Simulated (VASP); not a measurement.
# Ge in VASP: a series of runs

The runs below take Ge through vibrations by perturbation theory, density of states, with PBE exchange alone, LDA, PBEsol, PBE+D4.

Program: VASP 6.6.1. These are calculated values, not measurements. Logs are shortened: lines on timing, memory, paths and dates and some standing lists are left out, and cuts for length are marked.

## 1. The cell of the first run

Symmetry: Fd-3m, No. 227, cubic system. The conventional cell has a = 5.658 Å, b = 5.658 Å, c = 5.658 Å, α = 90.00°, β = 90.00°, γ = 90.00°. Within 3.2 Å of Ge (site symmetry -43m) lie 4 Ge at 2.45 Å.

## 2. Vibrations by perturbation theory, PBE exchange alone

Contents of INCAR:

```
AGGAC = 0.0
ALDAC = 0.0
ALGO = Normal
EDIFF = 1E-8
ENCUT = 520
GGA = PE
IBRION = 8
ISIF = 2
ISMEAR = -1
LASPH = T
LCHARG = F
LREAL = F
LWAVE = F
NBANDS = 21
NELM = 60
NSW = 1
PREC = Accurate
SIGMA = 0.01
```

Contents of KPOINTS:

```
k-points
0
Gamma
  8 8 8
```

Contents of POSCAR:

```
Ge
1.0
    0.0000000000      2.8289100000      2.8289100000
    2.8289100000      0.0000000000      2.8289100000
    2.8289100000      2.8289100000      0.0000000000
Ge
2
Direct
    0.7500000000      0.7500000000      0.7500000000
    0.5000000000      0.5000000000      0.5000000000
```

Potentials or basis: VASP PAW PBE potentials, release 64 (Ge_d).

Run with:

```sh
> cat potpaw_PBE.64/Ge_d/POTCAR > POTCAR
> mpirun -np 1 vasp_std > vasp.out
```

OUTCAR:

```text
EDIFF = 1E-8
   ENCUT = 520
   GGA = PE
   IBRION = 8
   ISIF = 2
   ISMEAR = -1
   LASPH = T
   LREAL = F
   NELM = 60
   NSW = 1
   PREC = Accurate

 ion  position               nearest neighbor table
   1  0.750  0.750  0.750-   2 2.45   2 2.45   2 2.45   2 2.45
   2  0.500  0.500  0.500-   1 2.45   1 2.45   1 2.45   1 2.45

  LATTYP: Found a face centered cubic cell.
 ALAT       =     5.6578200000

  Lattice vectors:

 A1 = (   0.0000000000,   2.8289100000,   2.8289100000)
 A2 = (   2.8289100000,   0.0000000000,   2.8289100000)
 A3 = (   2.8289100000,   2.8289100000,   0.0000000000)

Analysis of symmetry for initial positions (statically):
=====================================================================
 Subroutine PRICEL returns:
 Original cell was already a primitive cell.

 Routine SETGRP: Setting up the symmetry group for a
 face centered cubic supercell.

 Subroutine GETGRP returns: Found 48 space group operations
 (whereof 24 operations were pure point group operations)
 out of a pool of 48 trial point group operations.

The static configuration has the point symmetry T_d .
 The point group associated with its full space group is O_h .

Analysis of symmetry for dynamics (positions and initial velocities):
=====================================================================
 Subroutine PRICEL returns:
 Original cell was already a primitive cell.

 Routine SETGRP: Setting up the symmetry group for a
 face centered cubic supercell.

 Subroutine GETGRP returns: Found 48 space group operations
 (whereof 24 operations were pure point group operations)
 out of a pool of 48 trial point group operations.

The dynamic configuration has the point symmetry T_d .
 The point group associated with its full space group is O_h .

 Subroutine INISYM returns: Found 48 space group operations
 (whereof 24 operations are pure point group operations),
 and found     1 'primitive' translations

----------------------------------------------------------------------------------------

                                     Primitive cell

  volume of cell :      45.2780

  direct lattice vectors                    reciprocal lattice vectors
     0.000000000  2.828910000  2.828910000    -0.176746521  0.176746521  0.176746521
     2.828910000  0.000000000  2.828910000     0.176746521 -0.176746521  0.176746521
     2.828910000  2.828910000  0.000000000     0.176746521  0.176746521 -0.176746521

  length of vectors
     4.000682889  4.000682889  4.000682889     0.306133954  0.306133954  0.306133954

  position of ions in fractional coordinates (direct lattice)
     0.750000000  0.750000000  0.750000000
     0.500000000  0.500000000  0.500000000

  ion indices of the primitive-cell ions
   primitive index   ion index
                 1           1
                 2           2

----------------------------------------------------------------------------------------

 KPOINTS: k-points

Automatic generation of k-mesh.
 Grid dimensions read from file:
 generate k-points for:    8    8    8

 Generating k-lattice:

  Cartesian coordinates                     Fractional coordinates (reciprocal lattice)
    -0.022093315  0.022093315  0.022093315     0.125000000  0.000000000  0.000000000
     0.022093315 -0.022093315  0.022093315     0.000000000  0.125000000  0.000000000
     0.022093315  0.022093315 -0.022093315     0.000000000  0.000000000  0.125000000

  Length of vectors
     0.038266744  0.038266744  0.038266744

  Shift w.r.t. Gamma in fractional coordinates (k-lattice)
[... 66 lines left out ...]
   EFERMI =   0.00;   METHOD = LEGACY
   ISMEAR =    -1;   SIGMA  =   0.01  broadening in eV -4-tet -1-fermi 0-gaus
   EFERMI_NEDOS =   21; number of points for ismear=-14 and -15
   IALGO  =     38    algorithm
   IMIX   =      4    mixing-type and parameters
     AMIX     =   0.40;   BMIX     =  1.00
     AMIX_MAG =   1.60;   BMIX_MAG =  1.00
  volume/ion in A,a.u.               =      22.64       152.78
  Fermi-wavevector in a.u.,A,eV,Ry     =   1.394756  2.635708 26.468033  1.945346
  Thomas-Fermi vector in A             =   2.518275
   LORBIT       =      0    0 simple, 1 ext, 2 COOP (PROOUT), +10 PAW based schemes
   GGA     = PE    functional components
   LHFCALC =     F    Hartree Fock is set to
   AEXX    =    0.0000 exact exchange contribution
   IVDW    =     0    specifies the selected vdW correction
   LEPSILON=     F    determine dielectric tensor
   LRPA    =     F    only Hartree local field effects (RPA)
 non-spin polarized calculation
  energy-cutoff  :      520.00
  volume of cell :       45.28
 maximum number of plane-waves:      1243
 NGX is ok and might be reduce to    30
   NGX = 15   NGY = 15   NGZ = 15

--------------------------------------- Ionic step        1  -------------------------------------------

 number of electron      28.0000022 magnetization

 Free energy of the ion-electron system (eV)
  ---------------------------------------------------
  ext. energy  EPLUGINS =         0.00000000
  ---------------------------------------------------
  free energy    TOTEN  =        -5.96429117 eV

  energy without entropy =       -5.96421658  energy(sigma->0) =       -5.96425388

 E-fermi :   6.4939     XC(G=0):  -8.2890

 val. band max:        6.4870077185   @ k =   0.0000   0.0000   0.0000
 cond. band min:       6.6722241303   @ k =   0.5000   0.0000   0.0000
 fundamental gap:      0.1852164118
 Fermi energy:         6.4939339521

 k-point     1 :       0.0000    0.0000    0.0000
  band No.  band energies     occupation
      1     -18.0833      2.00000
      2     -18.0833      2.00000
      3     -18.0833      2.00000
      4     -18.0464      2.00000
      5     -18.0464      2.00000
      6     -17.8320      2.00000
[... 565 lines left out ...]
     20      17.6815      0.00000
     21      18.0778      0.00000

 [... further k-points ...]

------------------------ aborting loop because EDIFF is reached ----------------------------------------

  FORCE on cell =-STRESS in cart. coord.  units (eV):
  Direction    XX          YY          ZZ          XY          YZ          ZX
  --------------------------------------------------------------------------------------
  -------------------------------------------------------------------------------------
  Total        3.8538327      3.8538327      3.8538327      0.0000000      0.0000000     -0.0000000
  in kB      136.3691236    136.3691236    136.3691236      0.0000000      0.0000000     -0.0000000
  external PRESSURE =     136.3691236 kB  Pullay stress =       0.0000000 kB

 VOLUME and BASIS-vectors are now :
 -----------------------------------------------------------------------------
  energy-cutoff  :      520.00
  volume of cell :       45.28
      direct lattice vectors                 reciprocal lattice vectors
     0.000000000  2.828910000  2.828910000    -0.176746521  0.176746521  0.176746521
     2.828910000  0.000000000  2.828910000     0.176746521 -0.176746521  0.176746521
     2.828910000  2.828910000  0.000000000     0.176746521  0.176746521 -0.176746521

 POSITION                                       TOTAL-FORCE (eV/Angst)
 -----------------------------------------------------------------------------------
      4.24336      4.24336      4.24336         0.000000      0.000000      0.000000
      2.82891      2.82891      2.82891        -0.000000     -0.000000     -0.000000
 -----------------------------------------------------------------------------------
    total drift:                                0.000000     -0.000000     -0.000000

  FREE ENERGIE OF THE ION-ELECTRON SYSTEM (eV)
  ---------------------------------------------------
  free  energy   TOTEN  =        -5.9642911745 eV

  energy  without entropy=       -5.9642165789  energy(sigma->0) =       -5.96425388

[... ionic steps 2 to 3 ...]

--------------------------------------- Ionic step        4  -------------------------------------------

 Free energy of the ion-electron system (eV)
  ---------------------------------------------------
  ---------------------------------------------------
  free energy    TOTEN  =        -0.19406629 eV

  energy without entropy =       -0.19406629

------------------------ aborting loop because EDIFF is reached ----------------------------------------

 INTERNAL STRAIN TENSOR  FOR ION    1  DIRECTION 1   (eV/Angst):
 -----------------------------------------------------------------------------
     0.01545  0.00000  0.00000
     0.00000 -0.00570-10.43856
     0.00000-10.43856 -0.00570

 INTERNAL STRAIN TENSOR FOR ION    2 for displacements in x,y,z  (eV/Angst):
          X           Y           Z          XY          YZ          ZX
  --------------------------------------------------------------------------------
  x    -0.00000    -0.00000    -0.00000     0.00000    10.43856     0.00000
  y    -0.00000    -0.00000    -0.00000     0.00000     0.00000    10.43856
  z    -0.00000    -0.00000    -0.00000    10.43856     0.00000     0.00000

 SECOND DERIVATIVES (NOT SYMMETRIZED)
 ------------------------------------
               1X          1Y          1Z          2X          2Y          2Z
  1X    -9.780874    0.000000    0.000000    9.780874    0.000000    0.000000
  1Y     0.000000   -9.780874    0.000000    0.000000    9.780874    0.000000
  1Z     0.000000    0.000000   -9.780874    0.000000    0.000000    9.780874
  2X     9.780874    0.000000    0.000000   -9.780874    0.000000    0.000000
  2Y     0.000000    9.780874    0.000000    0.000000   -9.780874    0.000000
  2Z     0.000000    0.000000    9.780874    0.000000    0.000000   -9.780874

 Eigenvectors and eigenvalues of the dynamical matrix
 ----------------------------------------------------

   1 f  =    8.114399 THz    50.984270 2PiTHz  270.667204 cm-1    33.558441 meV
             X         Y         Z           dx          dy          dz
      4.243365  4.243365  4.243365     0.000000   -0.707107    0.000000
      2.828910  2.828910  2.828910     0.000000    0.707107    0.000000
[... 21 lines left out ...]
   6 f  =    0.000000 THz     0.000000 2PiTHz    0.000000 cm-1     0.000000 meV
             X         Y         Z           dx          dy          dz
      4.243365  4.243365  4.243365     0.000000    0.000000    0.707107
      2.828910  2.828910  2.828910     0.000000    0.000000    0.707107

--------------------------------------------------------------------------------------------------------

 ELASTIC MODULI CONTR FROM IONIC RELAXATION (kBar)
 Direction    XX          YY          ZZ          XY          YZ          ZX
 --------------------------------------------------------------------------------
 XX          -0.0000     -0.0000     -0.0000      0.0000      0.0000      0.0000
 YY          -0.0000     -0.0000     -0.0000      0.0000      0.0000      0.0000
 ZZ          -0.0000     -0.0000     -0.0000      0.0000      0.0000      0.0000
 XY           0.0000      0.0000      0.0000   -394.2091      0.0000      0.0000
 YZ           0.0000      0.0000      0.0000      0.0000   -394.2091      0.0000
 ZX           0.0000      0.0000      0.0000      0.0000      0.0000   -394.2091
 --------------------------------------------------------------------------------
```

Run time: 1.9 min. Hardware: 1 thread of Intel Xeon Platinum 8488C (Sapphire Rapids), shared host; peak memory 0.3 GiB.

Results:

```
Highest phonon frequency at Γ : 271 cm⁻¹
```

Phonon frequencies in cm⁻¹ (negative: imaginary):
```tsv
q point	frequencies
(0.000, 0.000, 0.000)	0 0 0 271 271 271
```

Caveat: the cell wasn't relaxed at this level first, which shifts response properties.

## 3. Density of states, LDA (atoms moved at random)

Contents of POSCAR:

```
Ge
1.0
    0.0000000000      2.8289100000      2.8289100000
    2.8289100000      0.0000000000      2.8289100000
    2.8289100000      2.8289100000      0.0000000000
Ge
2
Direct
    0.7511360000      0.7422390000      0.7510840000
    0.4951090000      0.4977600000      0.4949730000
```

Contents of INCAR.step1:

```
PREC     = Accurate       # precision mode
ENCUT    = 520            # plane-wave cutoff, eV
EDIFF    = 1E-7           # SCF threshold, eV
ISMEAR   = -1             # smearing method
SIGMA    = 0.1            # smearing width, eV
LREAL    = False          # projectors in reciprocal space
LASPH    = True           # aspherical terms in the spheres
NELM     = 60             # most SCF steps
ALGO     = Normal         # electronic algorithm
ISIF     = 2              # what is computed and relaxed
LWAVE    = False          # write WAVECAR
LCHARG   = True           # write CHGCAR
GGA      = CA             # functional
NBANDS   = 21             # bands
```

Contents of KPOINTS.step1:

```
Automatic mesh
0
Gamma
  8 8 8
```

Contents of INCAR.step2:

```
PREC     = Accurate       # precision mode
ENCUT    = 520            # plane-wave cutoff, eV
EDIFF    = 1E-7           # SCF threshold, eV
ISMEAR   = -5             # smearing method
SIGMA    = 0.1            # smearing width, eV
LREAL    = False          # projectors in reciprocal space
LASPH    = True           # aspherical terms in the spheres
NELM     = 60             # most SCF steps
ALGO     = Normal         # electronic algorithm
ISIF     = 2              # what is computed and relaxed
LWAVE    = False          # write WAVECAR
LCHARG   = False          # write CHGCAR
GGA      = CA             # functional
LORBIT   = 10             # projections on sites
NEDOS    = 1001           # points of the DOS
ICHARG   = 11             # starting density
```

Contents of KPOINTS.step2:

```
Automatic mesh
0
Gamma
  12 12 12
```

Potentials or basis: VASP PAW LDA potentials, release 64 (Ge_d).

Run with:

```sh
> cat potpaw_LDA.64/Ge_d/POTCAR > POTCAR
> cp INCAR.step1 INCAR
> cp KPOINTS.step1 KPOINTS
> mpirun -np 1 vasp_std > vasp.out
> cp INCAR.step2 INCAR
> cp KPOINTS.step2 KPOINTS
> mpirun -np 1 vasp_std > vasp.out
```

Wall time 5 min (1 thread of Intel Xeon 6975P-C (Granite Rapids), shared host); peak memory 0.62 GiB.

The run converged. Its results:

```yaml
Valence_electrons_inside_the_program's_atomic_spheres: Ge 12.43
```

Levels at points of the mesh, in eV from the valence-band top:
```tsv
k point	band 12	band 13	band 14	band 15	band 16	band 17
(0.00, 0.00, 0.00)	-0.16	-0.14	0.00	0.16	2.40	2.52
(0.50, 0.00, 0.00)	-7.73	-1.48	-1.31	0.12	3.62	3.87
(0.00, 0.50, 0.00)	-7.55	-1.51	-1.32	0.02	3.57	3.82
(0.00, 0.00, 0.50)	-7.74	-1.48	-1.31	0.12	3.62	3.87
(0.50, 0.50, 0.50)	-7.53	-1.50	-1.33	0.01	3.58	3.81
(0.50, 0.50, 0.00)	-8.92	-3.08	-3.07	0.66	0.67	9.41
(0.00, 0.50, 0.50)	-8.92	-3.08	-3.07	0.66	0.67	9.41
(0.50, 0.00, 0.50)	-8.80	-3.13	-3.03	0.57	0.76	9.33
```

Caveat: the cell differs from its parent crystal (atoms moved at random).

(Part 1 of 2 ends here.)
